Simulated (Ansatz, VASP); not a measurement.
**One calculation of MnCl2, two programs**

```
Mn Cl
1.0
     1.84300    1.06406    5.82333
    -1.84300    1.06406    5.82333
     0.00000   -2.12811    5.82333
Mn Cl
1 2
Cartesian
  0.0000 0.0000 0.0000
  0.0000 0.0000 4.3675
  0.0000 0.0000 13.1025
```

Alike in both runs: task single point; functional LDA; k mesh 6 × 6 × 6; occupations gaussian, width 0.05 eV; collinear spin; Hubbard terms Mn d U = 7.0 eV.

|  | VASP | Ansatz |
| --- | --- | --- |
| version | VASP 6.6.1 | Ansatz 0.2.0 |
| potentials or method | VASP PAW LDA potentials, release 64 (Mn_pv, Cl), cutoff 520 eV | scalar-relativistic, plane waves, PAW |
| valence electrons in the cell | 27 | 29 |

```tsv
	VASP	Ansatz	Ansatz less VASP
gap on the k mesh at the Fermi level (eV)	4.05	3.91	-0.140
least direct gap on the mesh (eV)	4.17	4.03	-0.136
pressure (GPa)	-3.4	-2.6	+0.80
traceless stress, the component that is largest in VASP (GPa)	-0.63	-0.84	-0.209
rms of the force components (eV/Å)	0.267	0.230	-0.0375
net moment per atom (μB)	1.67	1.67	0.000
size of the moment on the site where the two differ most (μB)	4.67	4.55	-0.122
```

LDA's correlation is that of Perdew and Zunger in VASP and of Perdew and Wang (1992) in Ansatz. Site moments also hang on the region over which each program counts them. The programs project onto different local orbitals, so the same U acts differently, and such runs can settle in different states. Atom by atom the forces differ by 0.037 eV/Å (rms over components). VASP's potentials hold 27 valence electrons a cell and Ansatz's 29, so a difference there can come from the potentials and not from the codes.
